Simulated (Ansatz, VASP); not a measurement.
**One calculation of Ca, two programs**

INCAR

```
PREC     = Accurate       # precision mode
ENCUT    = 520            # plane-wave cutoff, eV
EDIFF    = 1E-7           # SCF threshold, eV
ISMEAR   = -1             # smearing method
SIGMA    = 0.1            # smearing width, eV
LREAL    = F              # projectors in reciprocal space
LASPH    = T              # aspherical terms in the spheres
NELM     = 80             # most SCF steps
ALGO     = Normal         # electronic algorithm
ISIF     = 2              # what is computed and relaxed
LWAVE    = F              # write WAVECAR
LCHARG   = T              # write CHGCAR
GGA      = CA             # functional
LELF     = T              # ELF
LVHAR    = T            
NBANDS   = 11             # bands
```

Contents of KPOINTS:

```
regular mesh
0
Gamma
  11 11 11
```

The input POSCAR:

```
Ca
1.0
    3.4987038886      0.0000000000      0.0000000000
    0.0000000000      3.4987038886      0.0000000000
    0.0000000000      0.0000000000      3.4987038886
Ca
1
Direct
    0.0000000000      0.0000000000      0.0000000000
```

Input for Ansatz:

```yaml
crystal:
  lattice:
    - [3.4987038886, 0.0, 0.0]
    - [0.0, 3.4987038886, 0.0]
    - [0.0, 0.0, 3.4987038886]
  atoms:
    - { symbol: Ca, position: [0.0, 0.0, 0.0] }
hamiltonian:
  xc: lda
  pseudopotentials:
    kind: paw
    azcp:
      Ca: "pseudopotentials/Ca.paw.azcp"
basis:
  ecutwfc: 420
  fft_grid_basis: typed
kpoints:
  mp_grid: { grid: [11, 11, 11], shift: [0, 0, 0] }
magnetization:
  spin_polarized: false
scf:
  occupations: { method: fermi_dirac, width: 0.1 }
  lower_state_search: "off"
output:
  stress: true
```

Alike in both runs: task single point; functional LDA; k mesh 11 × 11 × 11; occupations fermi-dirac, width 0.1 eV; no spin polarisation.

```csv
,VASP,Ansatz
version,VASP 6.6.1,Ansatz 0.2.0
potentials or method,"VASP PAW LDA potentials, release 64 (Ca_sv), cutoff 520 eV","plane waves (420 eV) with PAW, scalar-relativistic"
valence electrons in the cell,10,10
```

|  | VASP | Ansatz | Ansatz less VASP |
| --- | --- | --- | --- |
| pressure (GPa) | -1.2 | -1.2 | +0.01 |

Ansatz warns that its potentials were made for another functional, while VASP's fit it. LDA's correlation is that of Perdew and Zunger in VASP and of Perdew and Wang (1992) in Ansatz.
